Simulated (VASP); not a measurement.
# Sr (Immm) in VASP: further runs

The runs below take Sr through single point, with PBE.

Program: VASP 6.6.1. These are calculated values, not measurements. Logs are shortened: lines on timing, memory, paths and dates and some standing lists are left out, and cuts for length are marked.

## (1) The cell of the first run

It takes space group Immm (No. 71, orthorhombic). Conventional cell: a = 4.270 Å, b = 4.335 Å, c = 6.085 Å, α = 90.00°, β = 90.00°, γ = 90.00°. Within 5.6 Å of Sr (site symmetry mmm) lie 12 Sr at 4.27 to 4.33 Å.

## (2) Single point, PBE (strain +0.0150 x Voigt [0, 0, 0, 0, 0, 1])

INCAR reads:

```
SYSTEM = Sr
ALGO     = Fast           ! electronic algorithm
EDIFF    = 1E-7           ! SCF threshold, eV
ENCUT    = 520            ! plane-wave cutoff, eV
GGA      = PE             ! functional
ISIF     = 2              ! what is computed and relaxed
ISMEAR   = 0              ! smearing method
LASPH    = .True.         ! aspherical terms in the spheres
LCHARG   = .False.        ! write CHGCAR
LREAL    = .False.        ! projectors in reciprocal space
LWAVE    = .False.        ! write WAVECAR
NBANDS   = 11             ! bands
NELM     = 60             ! most SCF steps
PREC     = Accurate       ! precision mode
SIGMA    = 0.15           ! smearing width, eV
```

KPOINTS reads:

```
k-points
0
Gamma
  14 14 14
  0 0 0
```

POSCAR reads:

```
Sr
1.0
    0.0228176250      3.0423500000      3.0423500000
    3.0423500000      0.0228176250      3.0423500000
    3.0651676250      3.0651676250      0.0000000000
Sr
1
Direct
    0.0000000000      0.0000000000      0.0000000000
```

Potentials or basis: VASP PAW PBE potentials, release 64 (Sr_sv).

On the command line:

```console
$ cat potpaw_PBE.64/Sr_sv/POTCAR > POTCAR
$ mpirun -np 1 vasp_std > vasp.out
```

OUTCAR:

```text
SYSTEM = Sr
   EDIFF = 1E-7
   ENCUT = 520
   GGA = PE
   ISIF = 2
   ISMEAR = 0
   LASPH = .True.
   LREAL = .False.
   NELM = 60
   PREC = Accurate

 ion  position               nearest neighbor table
   1  0.000  0.000  0.000-

  LATTYP: Found a body centered orthorhombic cell.
 ALAT       =     4.2702636367
 B/A-ratio  =     1.0151133501
 C/A-ratio  =     1.4249003147

  Lattice vectors:

 A1 = (   3.0423500000,   0.0228176250,  -3.0423500000)
 A2 = (  -3.0423500000,  -0.0228176250,  -3.0423500000)
 A3 = (   0.0228176250,   3.0423500000,   3.0423500000)

Analysis of symmetry for initial positions (statically):
=====================================================================
 Subroutine PRICEL returns:
 Original cell was already a primitive cell.

 Routine SETGRP: Setting up the symmetry group for a
 body centered orthorhombic supercell.

 Subroutine GETGRP returns: Found  8 space group operations
 (whereof  8 operations were pure point group operations)
 out of a pool of  8 trial point group operations.

The static configuration has the point symmetry D_2h.

Analysis of symmetry for dynamics (positions and initial velocities):
=====================================================================
 Subroutine PRICEL returns:
 Original cell was already a primitive cell.

 Routine SETGRP: Setting up the symmetry group for a
 body centered orthorhombic supercell.

 Subroutine GETGRP returns: Found  8 space group operations
 (whereof  8 operations were pure point group operations)
 out of a pool of  8 trial point group operations.

The dynamic configuration has the point symmetry D_2h.

 Subroutine INISYM returns: Found  8 space group operations
 (whereof  8 operations are pure point group operations),
 and found     1 'primitive' translations

----------------------------------------------------------------------------------------

                                     Primitive cell

  volume of cell :      56.3162

  direct lattice vectors                    reciprocal lattice vectors
     0.022817625  3.042350000  3.042350000    -0.165588554  0.165588554  0.164346640
     3.042350000  0.022817625  3.042350000     0.165588554 -0.165588554  0.164346640
     3.065167625  3.065167625  0.000000000     0.163123216  0.163123216 -0.164346640

  length of vectors
     4.302593135  4.302593135  4.334801626     0.286092566  0.286092566  0.283245803

  position of ions in fractional coordinates (direct lattice)
     0.000000000  0.000000000  0.000000000

  ion indices of the primitive-cell ions
   primitive index   ion index
                 1           1

----------------------------------------------------------------------------------------

 KPOINTS: k-points

Automatic generation of k-mesh.
 Grid dimensions read from file:
 generate k-points for:   14   14   14

 Generating k-lattice:

  Cartesian coordinates                     Fractional coordinates (reciprocal lattice)
    -0.011827754  0.011827754  0.011739046     0.071428571  0.000000000  0.000000000
     0.011827754 -0.011827754  0.011739046     0.000000000  0.071428571  0.000000000
     0.011651658  0.011651658 -0.011739046     0.000000000  0.000000000  0.071428571

  Length of vectors
     0.020435183  0.020435183  0.020231843

  Shift w.r.t. Gamma in fractional coordinates (k-lattice)
     0.000000000  0.000000000  0.000000000

 Subroutine IBZKPT returns following result:
 ===========================================

 Found    428 irreducible k-points:

 Following reciprocal coordinates:
            Coordinates               Weight
  0.000000  0.000000  0.000000      1.000000
  0.071429  0.000000  0.000000      4.000000
  0.142857  0.000000  0.000000      4.000000
  0.214286 -0.000000  0.000000      4.000000
  0.285714  0.000000  0.000000      4.000000
  0.357143 -0.000000  0.000000      4.000000
[... 16 lines left out ...]
  0.214286  0.142857  0.000000      4.000000
  0.285714  0.142857  0.000000      4.000000
 [... further k-points ...]
   k-points           NKPTS =    428   k-points in BZ     NKDIM =    428   number of bands    NBANDS=     11
   number of dos      NEDOS =    301   number of ions     NIONS =      1
   total plane-waves  NPLWV =  32768
   dimension x,y,z NGX =    32 NGY =   32 NGZ =   32
   dimension x,y,z NGXF=    64 NGYF=   64 NGZF=   64
   ions per type =               1
   NGX,Y,Z   is equivalent  to a cutoff of  12.36, 12.36, 12.27 a.u.
   NGXF,Y,Z  is equivalent  to a cutoff of  24.73, 24.73, 24.54 a.u.
 SYSTEM =  Sr
   PREC   = accura    normal or accurate (medium, high low for compatibility)
   ISTART =      0    job   : 0-new  1-cont  2-samecut
   ICHARG =      2    charge: 1-file 2-atom 10-const
   ISPIN  =      1    spin polarized calculation?
   LNONCOLLINEAR =      F non collinear calculations
   LSORBIT =      F    spin-orbit coupling
   LASPH  =      T    aspherical Exc in radial PAW
   ENCUT  =  520.0 eV  38.22 Ry    6.18 a.u.   8.00  8.00  8.06*2*pi/ulx,y,z
   NELM   =     60;   NELMIN=  2; NELMDL= -5     # of ELM steps
   EDIFF  = 0.1E-06   stopping-criterion for ELM
   LREAL  =      F    real-space projection
   EDIFFG = 0.1E-05   stopping-criterion for IOM
   NSW    =      0    number of steps for IOM
   IBRION =     -1    ionic relax: 0-MD 1-quasi-New 2-CG
   NFREE  =      0    steps in history (QN), initial steepest desc. (CG)
   ISIF   =      2    stress and relaxation
   ISYM   =      2    0-nonsym 1-usesym 2-fastsym
   POTIM  = 0.5000    time-step for ionic-motion
   TEBEG  =    0.0;   TEEND  =   0.0 temperature during run
   PSTRESS=    0.0 pullay stress
   NELECT =      10.0000    total number of electrons
   NUPDOWN=      -1.0000    fix difference up-down
   EMIN   =  10.00;   EMAX   =-10.00  energy-range for DOS
   EFERMI =   0.00;   METHOD = LEGACY
   ISMEAR =     0;   SIGMA  =   0.15  broadening in eV -4-tet -1-fermi 0-gaus
   EFERMI_NEDOS =   21; number of points for ismear=-14 and -15
   IALGO  =     68    algorithm
   IMIX   =      4    mixing-type and parameters
     AMIX     =   0.40;   BMIX     =  1.00
     AMIX_MAG =   1.60;   BMIX_MAG =  1.00
  volume/ion in A,a.u.               =      56.32       380.04
  Fermi-wavevector in a.u.,A,eV,Ry     =   0.920161  1.738852 11.520001  0.846696
  Thomas-Fermi vector in A             =   2.045436
   LORBIT       =      0    0 simple, 1 ext, 2 COOP (PROOUT), +10 PAW based schemes
   GGA     = PE    functional components
   LHFCALC =     F    Hartree Fock is set to
   AEXX    =    0.0000 exact exchange contribution
   IVDW    =     0    specifies the selected vdW correction
   LEPSILON=     F    determine dielectric tensor
   LRPA    =     F    only Hartree local field effects (RPA)
 non-spin polarized calculation
 RMM-DIIS sequential band-by-band and
 Gauss-broadening in eV      SIGMA  =   0.15
  energy-cutoff  :      520.00
  volume of cell :       56.32
 maximum number of plane-waves:      1537
   NGX = 15   NGY = 15   NGZ = 17

 number of electron      10.0000000 magnetization

 Free energy of the ion-electron system (eV)
  ---------------------------------------------------
  ext. energy  EPLUGINS =         0.00000000
  ---------------------------------------------------
  free energy    TOTEN  =        -1.64384762 eV

  energy without entropy =       -1.62890759  energy(sigma->0) =       -1.63637761

 E-fermi :   1.4986     XC(G=0):  -7.2791

 val. band max:        1.4984859374   @ k =  -0.4286   0.5000   0.4286
 cond. band min:       1.4990863254   @ k =  -0.0714   0.0714   0.5000
 fundamental gap:      0.0006003880
 Fermi energy:         1.4985643537

 k-point     1 :       0.0000    0.0000    0.0000
  band No.  band energies     occupation
      1     -35.1656      2.00000
      2     -17.0571      2.00000
      3     -17.0570      2.00000
      4     -17.0568      2.00000
      5      -2.1057      2.00000
      6       3.7607      0.00000
      7       3.8168      0.00000
      8       3.8792      0.00000
      9       5.2490      0.00000
     10       5.2493      0.00000
     11       8.5321      0.00000

 k-point     2 :       0.0714    0.0000    0.0000
  band No.  band energies     occupation
      1     -35.1650      2.00000
      2     -17.0662      2.00000
      3     -17.0583      2.00000
      4     -17.0583      2.00000
      5      -2.0243      2.00000
      6       3.7235      0.00000
      7       3.8002      0.00000
      8       3.8840      0.00000
      9       5.1919      0.00000
     10       5.1943      0.00000
     11       8.7461      0.00000

 k-point     3 :       0.1429    0.0000    0.0000
  band No.  band energies     occupation
      1     -35.1632      2.00000
      2     -17.0921      2.00000
      3     -17.0620      2.00000
      4     -17.0618      2.00000
      5      -1.7856      2.00000
      6       3.4006      0.00000
      7       3.8905      0.00000
      8       3.9781      0.00000
      9       5.0832      0.00000
     10       5.0898      0.00000
     11       9.0915      0.00000

 k-point     4 :       0.2143   -0.0000    0.0000
  band No.  band energies     occupation
      1     -35.1606      2.00000
      2     -17.1292      2.00000
      3     -17.0675      2.00000
      4     -17.0668      2.00000
      5      -1.4063      2.00000
      6       2.9907      0.00000
      7       3.9379      0.00000
      8       4.0315      0.00000
      9       5.0825      0.00000
     10       5.0969      0.00000
     11       8.5045      0.00000

 k-point     5 :       0.2857    0.0000    0.0000
  band No.  band energies     occupation
      1     -35.1578      2.00000
      2     -17.1699      2.00000
      3     -17.0734      2.00000
      4     -17.0723      2.00000
      5      -0.9166      2.00000
      6       2.5664      0.00000
      7       3.8667      0.00000
      8       3.9592      0.00000
      9       5.3085      0.00000
     10       5.3379      0.00000
     11       7.9072      0.00000
[... 211 lines left out ...]
 k-point    21 :      -0.0714    0.0714    0.0000
  band No.  band energies     occupation
      1     -35.1639      2.00000
      2     -17.0798      2.00000
      3     -17.0635      2.00000
      4     -17.0588      2.00000
      5      -1.8893      2.00000
      6       3.5574      0.00000
      7       3.8747      0.00000
      8       3.9087      0.00000
      9       4.9968      0.00000
     10       5.2263      0.00000
     11       9.0736      0.00000

 k-point    22 :       0.1429    0.1429    0.0000
  band No.  band energies     occupation
      1     -35.1625      2.00000
      2     -17.0905      2.00000
      3     -17.0698      2.00000
      4     -17.0689      2.00000
      5      -1.6846      2.00000
      6       3.2734      0.00000
      7       3.9696      0.00000
      8       4.0861      0.00000
      9       4.5577      0.00000
     10       5.4119      0.00000
     11       9.5675      0.00000

 k-point    23 :       0.2143    0.1429    0.0000
  band No.  band energies     occupation
      1     -35.1606      2.00000
      2     -17.1140      2.00000
      3     -17.0761      2.00000
      4     -17.0740      2.00000
      5      -1.4073      2.00000
      6       3.0157      0.00000
      7       4.0467      0.00000
      8       4.0739      0.00000
      9       4.4418      0.00000
     10       5.4854      0.00000
     11       9.4872      0.00000

 k-point    24 :       0.2857    0.1429    0.0000
  band No.  band energies     occupation
      1     -35.1582      2.00000
      2     -17.1465      2.00000
      3     -17.0824      2.00000
      4     -17.0804      2.00000
      5      -1.0001      2.00000
      6       2.7106      0.00000
      7       3.7389      0.00000
      8       4.1129      0.00000
      9       4.7232      0.00000
     10       5.6360      0.00000
     11       8.7549      0.00000

 [... further k-points ...]
[... 5 lines left out ...]
  --------------------------------------------------------------------------------------
  -------------------------------------------------------------------------------------
  Total       -0.0982592     -0.0982592     -0.1003449     -0.0537880      0.0000000      0.0000000
  in kB       -2.7954439     -2.7954439     -2.8547800     -1.5302517      0.0000000      0.0000000
  external PRESSURE =      -2.8152226 kB  Pullay stress =       0.0000000 kB

 VOLUME and BASIS-vectors are now :
 -----------------------------------------------------------------------------
  energy-cutoff  :      520.00
  volume of cell :       56.32
      direct lattice vectors                 reciprocal lattice vectors
     0.022817625  3.042350000  3.042350000    -0.165588554  0.165588554  0.164346640
     3.042350000  0.022817625  3.042350000     0.165588554 -0.165588554  0.164346640
     3.065167625  3.065167625  0.000000000     0.163123216  0.163123216 -0.164346640

 POSITION                                       TOTAL-FORCE (eV/Angst)
 -----------------------------------------------------------------------------------
      0.00000      0.00000      0.00000         0.000000      0.000000      0.000000
 -----------------------------------------------------------------------------------
    total drift:                                0.000000      0.000000     -0.000000

  FREE ENERGIE OF THE ION-ELECTRON SYSTEM (eV)
  ---------------------------------------------------
  free  energy   TOTEN  =        -1.6438476233 eV

  energy  without entropy=       -1.6289075879  energy(sigma->0) =       -1.63637761
```

Run time: 4.8 min. Hardware: 1 thread of Oxide Virtual Turin-like, shared host; peak memory 0.35 GiB.

What came out:

* Free energy: -1.6438 eV
* Pressure: -0.3 GPa
* Band gap on the k mesh: zero (band 5 reaches 1.57 eV, above the bottom of band 6 at 1.49 eV)

Stress tensor (GPa, compression positive):
```
-0.28 -0.15  0.00
-0.15 -0.28  0.00
 0.00  0.00 -0.29
```

Levels at points of the mesh, in eV from the Fermi level:
```
           k point  band 3  band 4  band 5  band 6  band 7  band 8
(0.00, 0.00, 0.00)  -18.56  -18.56   -3.60    2.26    2.32    2.38
(0.50, 0.00, 0.00)  -18.58  -18.58   -1.08    0.07    2.11    2.20
(0.50, 0.50, 0.00)  -18.62  -18.62   -0.61    0.37    1.01    4.77
(0.00, 0.00, 0.50)  -18.58  -18.58   -1.13    0.01    2.14    2.23
(0.50, 0.00, 0.50)  -18.62  -18.62   -0.61    0.37    1.01    4.76
```

Caveat: the cell differs from its parent crystal (strain +0.0150 x Voigt [0, 0, 0, 0, 0, 1]).

## (3) Single point, PBE (strain -0.0100 x Voigt [0, 0, 0, 0, 0, 1])

INCAR reads:

```
ALGO     = Fast           # electronic algorithm
EDIFF    = 1E-6           # SCF threshold, eV
ENCUT    = 520            # plane-wave cutoff, eV
GGA      = PE             # functional
ISIF     = 2              # what is computed and relaxed
ISMEAR   = 0              # smearing method
LASPH    = True           # aspherical terms in the spheres
LCHARG   = False          # write CHGCAR
LREAL    = False          # projectors in reciprocal space
LWAVE    = False          # write WAVECAR
NBANDS   = 11             # bands
NELM     = 80             # most SCF steps
PREC     = Accurate       # precision mode
SIGMA    = 0.15           # smearing width, eV
```

KPOINTS reads:

```
k-points
0
Gamma
  14 14 14
```

POSCAR reads:

```
Sr
1.0
   -0.0152117500      3.0423500000      3.0423500000
    3.0423500000     -0.0152117500      3.0423500000
    3.0271382500      3.0271382500      0.0000000000
Sr
1
Direct
    0.0000000000      0.0000000000      0.0000000000
```

Potentials or basis: VASP PAW PBE potentials, release 64 (Sr_sv).

On the command line:

```console
$ cat potpaw_PBE.64/Sr_sv/POTCAR > POTCAR
$ mpirun -np 1 vasp_std > vasp.out
```

Wall time 3.5 min (1 thread of Oxide Virtual Turin-like, shared host); peak memory 0.35 GiB.

Results (log left out):

```yaml
Free_energy: -1.6441 eV
Pressure: -0.3 GPa
Band_gap_on_the_k_mesh: zero (band 5 reaches 1.57 eV, above the bottom of band 6 at 1.49 eV)
```

Stress tensor (GPa, compression positive):
```
-0.28  0.10  0.00
 0.10 -0.28  0.00
 0.00  0.00 -0.28
```

Levels at points of the mesh, in eV from the Fermi level:
```tsv
k point	band 1	band 2	band 3	band 4	band 5	band 6	band 7	band 8	band 9	band 10
(0.00, 0.00, 0.00)	-36.67	-18.56	-18.56	-18.56	-3.60	2.28	2.32	2.36	3.75	3.75
(0.50, 0.00, 0.00)	-36.65	-18.73	-18.58	-18.58	-1.12	0.02	2.15	2.21	4.73	4.77
(0.50, 0.50, 0.00)	-36.65	-18.72	-18.62	-18.62	-0.61	0.37	1.01	4.77	5.06	5.08
(0.00, 0.00, 0.50)	-36.65	-18.74	-18.58	-18.58	-1.09	0.06	2.13	2.19	4.75	4.78
(0.50, 0.00, 0.50)	-36.65	-18.73	-18.62	-18.62	-0.61	0.37	1.01	4.77	5.05	5.12
```

Caveat: the cell differs from its parent crystal (strain -0.0100 x Voigt [0, 0, 0, 0, 0, 1]).

(Part 1 of 2 ends here.)
